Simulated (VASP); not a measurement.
# P in VASP: a series of runs

Aim: see how the results for P move with the level of theory and the settings. Levels: PBE, r2SCAN. Tasks: single point, relaxation of cell and atoms.

Program: VASP 6.6.1. These are calculated values, not measurements. Logs are shortened: lines on timing, memory, paths and dates and some standing lists are left out, and cuts for length are marked.

## 1. The cell of the first run

The typed cell holds 1 atom: a = 2.445 Å, b = 2.445 Å, c = 2.444 Å, α = 90.00°, β = 90.00°, γ = 90.00°.

## 2. Single point, PBE

File INCAR:

```
  ALGO = Normal
  EDIFF = 1E-7
  ENCUT = 520
  GGA = PE
  ISIF = 2
  ISMEAR = 0
  LASPH = True
  LCHARG = False
  LREAL = False
  LWAVE = False
  NBANDS = 8
  NELM = 100
  PREC = Accurate
  SIGMA = 0.1
```

File KPOINTS:

```
k-points
0
Gamma
  22 22 22
```

File POSCAR:

```
P
1.0
    2.4445375307      0.0000000000      0.0000000000
    0.0000000000      2.4445375307      0.0000000000
    0.0000000000      0.0000000000      2.4443192841
P
1
Direct
    0.0000000000      0.0000000000      0.0000000000
```

Potentials or basis: VASP PAW PBE potentials, release 64 (P).

Launch:

```console
$ cat potpaw_PBE.64/P/POTCAR > POTCAR
$ mpirun -np 1 vasp_std > vasp.out
```

OUTCAR:

```text
EDIFF = 1E-7
   ENCUT = 520
   GGA = PE
   ISIF = 2
   ISMEAR = 0
   LASPH = True
   LREAL = False
   NELM = 100
   PREC = Accurate

 ion  position               nearest neighbor table
   1  0.000  0.000  0.000-

  LATTYP: Found a simple tetragonal cell.
 ALAT       =     2.4445375307
 C/A-ratio  =     0.9999107207

  Lattice vectors:

 A1 = (   2.4445375307,   0.0000000000,   0.0000000000)
 A2 = (   0.0000000000,   2.4445375307,   0.0000000000)
 A3 = (   0.0000000000,   0.0000000000,   2.4443192841)

Analysis of symmetry for initial positions (statically):
=====================================================================
 Subroutine PRICEL returns:
 Original cell was already a primitive cell.

 Routine SETGRP: Setting up the symmetry group for a
 simple tetragonal supercell.

 Subroutine GETGRP returns: Found 16 space group operations
 (whereof 16 operations were pure point group operations)
 out of a pool of 16 trial point group operations.

The static configuration has the point symmetry D_4h.

Analysis of symmetry for dynamics (positions and initial velocities):
=====================================================================
 Subroutine PRICEL returns:
 Original cell was already a primitive cell.

 Routine SETGRP: Setting up the symmetry group for a
 simple tetragonal supercell.

 Subroutine GETGRP returns: Found 16 space group operations
 (whereof 16 operations were pure point group operations)
 out of a pool of 16 trial point group operations.

The dynamic configuration has the point symmetry D_4h.

 Subroutine INISYM returns: Found 16 space group operations
 (whereof 16 operations are pure point group operations),
 and found     1 'primitive' translations

----------------------------------------------------------------------------------------

                                     Primitive cell

  volume of cell :      14.6067

  direct lattice vectors                    reciprocal lattice vectors
     2.444537531  0.000000000  0.000000000     0.409075331  0.000000000  0.000000000
     0.000000000  2.444537531  0.000000000     0.000000000  0.409075331  0.000000000
     0.000000000  0.000000000  2.444319284     0.000000000  0.000000000  0.409111856

  length of vectors
     2.444537531  2.444537531  2.444319284     0.409075331  0.409075331  0.409111856

  position of ions in fractional coordinates (direct lattice)
     0.000000000  0.000000000  0.000000000

  ion indices of the primitive-cell ions
[... 75 lines left out ...]
   LREAL  =      F    real-space projection
   EDIFFG = 0.1E-05   stopping-criterion for IOM
   NSW    =      0    number of steps for IOM
   IBRION =     -1    ionic relax: 0-MD 1-quasi-New 2-CG
   NFREE  =      0    steps in history (QN), initial steepest desc. (CG)
   ISIF   =      2    stress and relaxation
   ISYM   =      2    0-nonsym 1-usesym 2-fastsym
   POTIM  = 0.5000    time-step for ionic-motion
   TEBEG  =    0.0;   TEEND  =   0.0 temperature during run
   PSTRESS=    0.0 pullay stress
   NELECT =       5.0000    total number of electrons
   NUPDOWN=      -1.0000    fix difference up-down
   EMIN   =  10.00;   EMAX   =-10.00  energy-range for DOS
   EFERMI =   0.00;   METHOD = LEGACY
   ISMEAR =     0;   SIGMA  =   0.10  broadening in eV -4-tet -1-fermi 0-gaus
   EFERMI_NEDOS =   21; number of points for ismear=-14 and -15
   IALGO  =     38    algorithm
   IMIX   =      4    mixing-type and parameters
     AMIX     =   0.40;   BMIX     =  1.00
     AMIX_MAG =   1.60;   BMIX_MAG =  1.00
  volume/ion in A,a.u.               =      14.61        98.57
  Fermi-wavevector in a.u.,A,eV,Ry     =   1.145199  2.164113 17.843786  1.311481
  Thomas-Fermi vector in A             =   2.281888
   LORBIT       =      0    0 simple, 1 ext, 2 COOP (PROOUT), +10 PAW based schemes
   GGA     = PE    functional components
   LHFCALC =     F    Hartree Fock is set to
   AEXX    =    0.0000 exact exchange contribution
   IVDW    =     0    specifies the selected vdW correction
   LEPSILON=     F    determine dielectric tensor
   LRPA    =     F    only Hartree local field effects (RPA)
 non-spin polarized calculation
 Gauss-broadening in eV      SIGMA  =   0.10
  energy-cutoff  :      520.00
  volume of cell :       14.61
 maximum number of plane-waves:       406
   NGX =  9   NGY =  9   NGZ =  9

 number of electron       4.9999999 magnetization

 Free energy of the ion-electron system (eV)
  ---------------------------------------------------
  ext. energy  EPLUGINS =         0.00000000
  ---------------------------------------------------
  free energy    TOTEN  =        -5.27564630 eV

  energy without entropy =       -5.27446365  energy(sigma->0) =       -5.27505498

 E-fermi :   9.5606     XC(G=0): -11.2651

 val. band max:        9.5363919969   @ k =   0.2727   0.2727   0.4545
 cond. band min:       9.6107243677   @ k =   0.3182   0.2273   0.1364
 fundamental gap:      0.0743323707
 Fermi energy:         9.5605878633

 k-point     1 :       0.0000    0.0000    0.0000
  band No.  band energies     occupation
      1      -6.8704      2.00000
      2      14.5975      0.00000
      3      14.5975      0.00000
      4      14.6012      0.00000
      5      16.4065      0.00000
      6      16.4076      0.00000
      7      23.8432      0.00000
      8      33.9805      0.00000
[... 243 lines left out ...]
 k-point    24 :       0.0909    0.0909    0.0000
  band No.  band energies     occupation
      1      -6.4945      2.00000
      2      11.7460      0.00000
      3      12.6754      0.00000
      4      14.8961      0.00000
      5      17.8919      0.00000
      6      19.9257      0.00000
      7      24.9879      0.00000
      8      31.2401      0.00000

 [... further k-points ...]

------------------------ aborting loop because EDIFF is reached ----------------------------------------

  FORCE on cell =-STRESS in cart. coord.  units (eV):
  Direction    XX          YY          ZZ          XY          YZ          ZX
  --------------------------------------------------------------------------------------
  -------------------------------------------------------------------------------------
  Total       -0.0257474     -0.0257474     -0.0233126      0.0000000      0.0000000      0.0000000
  in kB       -2.8241837     -2.8241837     -2.5571123      0.0000000      0.0000000      0.0000000
  external PRESSURE =      -2.7351599 kB  Pullay stress =       0.0000000 kB

 VOLUME and BASIS-vectors are now :
 -----------------------------------------------------------------------------
  energy-cutoff  :      520.00
  volume of cell :       14.61
      direct lattice vectors                 reciprocal lattice vectors
     2.444537531  0.000000000  0.000000000     0.409075331  0.000000000  0.000000000
     0.000000000  2.444537531  0.000000000     0.000000000  0.409075331  0.000000000
     0.000000000  0.000000000  2.444319284     0.000000000  0.000000000  0.409111856

 POSITION                                       TOTAL-FORCE (eV/Angst)
 -----------------------------------------------------------------------------------
      0.00000      0.00000      0.00000         0.000000      0.000000      0.000000
 -----------------------------------------------------------------------------------
    total drift:                               -0.000000     -0.000000     -0.000000

  FREE ENERGIE OF THE ION-ELECTRON SYSTEM (eV)
  ---------------------------------------------------
  free  energy   TOTEN  =        -5.2756463049 eV

  energy  without entropy=       -5.2744636541  energy(sigma->0) =       -5.27505498
```

OSZICAR:

```text
N       E                     dE             d eps       ncg     rms          rms(c)
DAV:   1     0.585194031860E+00    0.58519E+00   -0.21507E+03 15744   0.453E+02
DAV:   2    -0.521837417898E+01   -0.58036E+01   -0.55532E+01 21808   0.494E+01
DAV:   3    -0.527245944342E+01   -0.54085E-01   -0.54029E-01 16984   0.526E+00
DAV:   4    -0.527253948265E+01   -0.80039E-04   -0.80039E-04 24248   0.220E-01
DAV:   5    -0.527253954376E+01   -0.61112E-07   -0.61262E-07 17016   0.340E-03    0.459E+00
DAV:   6    -0.527417189760E+01   -0.16324E-02   -0.48293E-04 20216   0.212E-01    0.271E+00
DAV:   7    -0.527554736492E+01   -0.13755E-02   -0.15342E-03 17824   0.360E-01    0.115E-01
DAV:   8    -0.527564193858E+01   -0.94574E-04   -0.82102E-05 20776   0.701E-02    0.778E-03
DAV:   9    -0.527564601339E+01   -0.40748E-05   -0.27981E-06 19848   0.130E-02    0.268E-03
DAV:  10    -0.527564627660E+01   -0.26321E-06   -0.74064E-07 19440   0.616E-03    0.310E-04
DAV:  11    -0.527564630489E+01   -0.28287E-07   -0.31461E-09 12056   0.445E-04
   1 F= -.52756463E+01 E0= -.52750550E+01  d E =-.118265E-02
```

It took 31 s on 1 thread of AMD EPYC 9R45 (Zen 5), shared host; peak memory 0.16 GiB.

What came out:

```yaml
Free_energy: -5.2756 eV
Pressure: -0.3 GPa
```

## 3. Relaxation of cell and atoms, PBE

This run uses another cell than the first one, of 14.70 Å³/atom, 1.006 times its volume.

File INCAR:

```
SYSTEM = P
PREC = Accurate
ENCUT = 600
EDIFF = 1E-6
ISMEAR = 0
SIGMA = 0.1
LREAL = .FALSE.
LASPH = .TRUE.
NELM = 100
ALGO = Normal
ISIF = 3
LWAVE = .FALSE.
LCHARG = .FALSE.
GGA = PE
IBRION = 2
NSW = 100
EDIFFG = -0.01
```

File KPOINTS:

```
regular mesh
0
G
  22 22 22
  0 0 0
```

File POSCAR:

```
P
1.0
    2.4826665017      0.0000000000      0.0000000000
    0.0000000000      2.4826665017      0.0000000000
    0.0000000000      0.0000000000      2.3842763694
P
1
Direct
    0.0000000000      0.0000000000      0.0000000000
```

Potentials or basis: VASP PAW PBE potentials, release 64 (P).

Launch:

```console
$ cat potpaw_PBE.64/P/POTCAR > POTCAR
$ mpirun -np 1 vasp_std > vasp.out
```

Wall time 92 s (1 thread of AMD EPYC 9R45 (Zen 5), shared host); peak memory 0.17 GiB.

It converged, with:

| Quantity | Value |
| --- | --- |
| Free energy | -5.2759 eV |
| Relaxed volume | 14.58 Å³/atom |
| Relaxed cell | a = 2.443 Å, b = 2.443 Å, c = 2.442 Å, α = 90.00°, β = 90.00°, γ = 90.00° |
| Space group after relaxing (to 0.05 Å) | Pm-3m (No. 221) |
| Energy gained by relaxing | 14.8 meV/atom |
| Ionic steps | 6 |
| Pressure after relaxing | 0.0 GPa |

Stress tensor (GPa, compression positive):
```
-0.04  0.00  0.00
 0.00 -0.04  0.00
 0.00  0.00  0.07
```

Step by step:
```csv
step,energy change (eV),largest force (eV/Å),pressure (GPa),volume (Å³)
1,0.0000,0.0000,-0.50,14.70
2,-0.0139,0.0000,-0.07,14.59
3,-0.0148,0.0000,-0.27,14.61
4,-0.0148,0.0000,-0.29,14.61
5,-0.0148,0.0000,0.13,14.56
6,-0.0148,0.0000,0.00,14.58
```

Final structure:
```yaml
crystal:
  lattice:
    - [2.44306, 0.00000, 0.00000]
    - [0.00000, 2.44306, 0.00000]
    - [0.00000, 0.00000, 2.44208]
  atoms:
    - { symbol: P, position: [0.00000, 0.00000, 0.00000] }
```

Levels at points of the mesh, in eV from the Fermi level:
```
           k point  band 1  band 2  band 3  band 4  band 5  band 6
(0.00, 0.00, 0.00)  -16.45    5.04    5.04    5.06    6.84    6.85
(0.50, 0.00, 0.00)  -12.14   -8.62    7.86    7.87    9.40   14.39
(0.50, 0.50, 0.00)   -7.46   -5.23   -5.23    1.04   10.48   16.93
(0.00, 0.00, 0.50)  -12.13   -8.62    7.86    7.86    9.40   14.39
(0.50, 0.00, 0.50)   -7.46   -5.23   -5.22    1.04   10.47   16.92
(0.50, 0.50, 0.50)   -2.15   -2.14   -2.14   -1.64    4.72    4.72
```

## 4. Single point, PBE

This run uses another cell than the first one, of 14.70 Å³/atom, 1.006 times its volume.

File INCAR:

```
SYSTEM = P
  PREC = Accurate
  ENCUT = 520
  EDIFF = 1E-6
  ISMEAR = 0
  SIGMA = 0.1
  LREAL = .False.
  LASPH = .True.
  NELM = 60
  ALGO = Normal
  ISIF = 2
  LWAVE = .False.
  LCHARG = .True.
  GGA = PE
  LELF = .True.
  LVHAR = .True.
  NBANDS = 8
```

File KPOINTS:

```
Automatic mesh
0
Gamma
  8 6 6
  0 0 0
```

File POSCAR:

```
P
1.0
    2.4744741923      0.0000000000      0.0000000000
    0.0000000000      2.3842763694      0.0000000000
    0.0000000000      0.0000000000      2.4908588110
P
1
Direct
    0.0000000000      0.0000000000      0.0000000000
```

Launch:

```console
$ cat potpaw_PBE.64/P/POTCAR > POTCAR
$ mpirun -np 1 vasp_std > vasp.out
```

Wall time 4.1 s (1 thread of Intel Xeon Platinum 8488C (Sapphire Rapids), shared host); peak memory 0.11 GiB.

It converged, with:

* Free energy: -5.3010 eV
* Pressure: -0.2 GPa

Stress tensor (GPa, compression positive):
```
-0.20  0.00  0.00
 0.00 -0.32  0.00
 0.00  0.00 -0.19
```

Levels at points of the mesh, in eV from the Fermi level:
```tsv
k point	band 1	band 2	band 3	band 4	band 5	band 6	band 7
(0.00, 0.00, 0.00)	-16.58	4.12	4.38	5.96	6.41	6.81	14.13
(0.50, 0.00, 0.00)	-12.50	-8.73	6.78	8.57	9.09	13.58	15.25
(0.00, 0.50, 0.00)	-11.76	-8.81	7.31	7.57	9.37	13.43	13.67
(0.50, 0.50, 0.00)	-7.27	-5.66	-4.94	0.92	9.76	15.81	16.49
(0.00, 0.00, 0.50)	-12.63	-8.71	6.94	8.49	9.06	13.85	15.29
(0.50, 0.00, 0.50)	-8.28	-5.58	-5.46	0.85	10.90	16.84	17.52
(0.00, 0.50, 0.50)	-7.42	-5.75	-4.91	0.92	9.92	15.96	16.75
(0.50, 0.50, 0.50)	-2.90	-2.11	-1.97	-1.90	4.32	4.42	4.96
```

Caveat: the k points lie up to 0.44 Å⁻¹ apart.

## 5. Single point, r2SCAN

File POSCAR:

```
P
1.0
    2.4445375307      0.0000000000      0.0000000000
    0.0000000000      2.4445375307      0.0000000000
    0.0000000000      0.0000000000      2.4443192841
P
1
Direct
    0.0000000000      0.0000000000      0.0000000000
```

File INCAR.step1:

```
SYSTEM = P
ALGO = Normal
EDIFF = 1E-4
ENCUT = 520
GGA = PE
ISMEAR = 0
LASPH = .True.
LCHARG = .False.
LREAL = .False.
LWAVE = .True.
NBANDS = 8
NELM = 60
PREC = Accurate
SIGMA = 0.1
```

File INCAR.step2:

```
SYSTEM = P
ALGO = Normal
EDIFF = 1E-6
ENCUT = 520
ISIF = 2
ISMEAR = 0
ISTART = 1
LASPH = .True.
LCHARG = .True.
LELF = .True.
LMIXTAU = .True.
LREAL = .False.
LVHAR = .True.
LWAVE = .False.
METAGGA = R2SCAN
NBANDS = 8
NELM = 60
PREC = Accurate
SIGMA = 0.1
```

File KPOINTS:

```
k-points
0
Gamma
  22 22 22
  0 0 0
```

Launch:

```console
$ cat potpaw_PBE.64/P/POTCAR > POTCAR
$ cp INCAR.step1 INCAR
$ mpirun -np 1 vasp_std > vasp.out
$ cp INCAR.step2 INCAR
$ mpirun -np 1 vasp_std > vasp.out
```

Wall time 2.6 min (1 thread of Intel Xeon Platinum 8488C (Sapphire Rapids), shared host); peak memory 0.19 GiB.

It converged, with:

```yaml
Free_energy: -8.8193 eV
Pressure: -1.7 GPa
```

Levels at points of the mesh, in eV from the Fermi level:
| k point | band 1 | band 2 | band 3 | band 4 | band 5 | band 6 |
| --- | --- | --- | --- | --- | --- | --- |
| (0.00, 0.00, 0.00) | -17.26 | 5.34 | 5.34 | 5.35 | 7.21 | 7.21 |
| (0.50, 0.00, 0.00) | -12.75 | -9.00 | 8.34 | 8.35 | 9.83 | 15.19 |
| (0.50, 0.50, 0.00) | -7.79 | -5.54 | -5.54 | 1.37 | 11.16 | 17.84 |
| (0.00, 0.00, 0.50) | -12.75 | -9.00 | 8.34 | 8.34 | 9.83 | 15.19 |
| (0.50, 0.00, 0.50) | -7.79 | -5.54 | -5.54 | 1.37 | 11.16 | 17.83 |
| (0.50, 0.50, 0.50) | -2.34 | -2.34 | -2.34 | -1.48 | 5.11 | 5.11 |

Caveat: the PAW data sets were made with another functional, which shifts forces and pressure a little.

## 6. Summary

```tsv
task	level	cell	k mesh	cutoff (eV)	gap on the mesh (eV)	pressure (GPa)
single point	PBE	a = 2.445 Å, 1 atom	22 × 22 × 22	520	none	-0.3
relaxation of cell and atoms	PBE	relaxed from a = 2.483, b = 2.483, c = 2.384 Å, 1 atom	22 × 22 × 22	600	none	0.0
single point	PBE	a = 2.474, b = 2.384, c = 2.491 Å, 1 atom	8 × 6 × 6	520	none	-0.2
single point	r2SCAN	a = 2.445 Å, 1 atom	22 × 22 × 22	520	none	-1.7
```

Alike in all rows: potentials or basis VASP PAW PBE potentials, release 64 (P); no spin polarisation; smearing gaussian 0.1 eV.

Caveats: some runs use coarse meshes; the PAW data sets were made with another functional, which shifts forces and pressure a little (some runs).

Absolute energies hang on the potentials; compare differences alone.
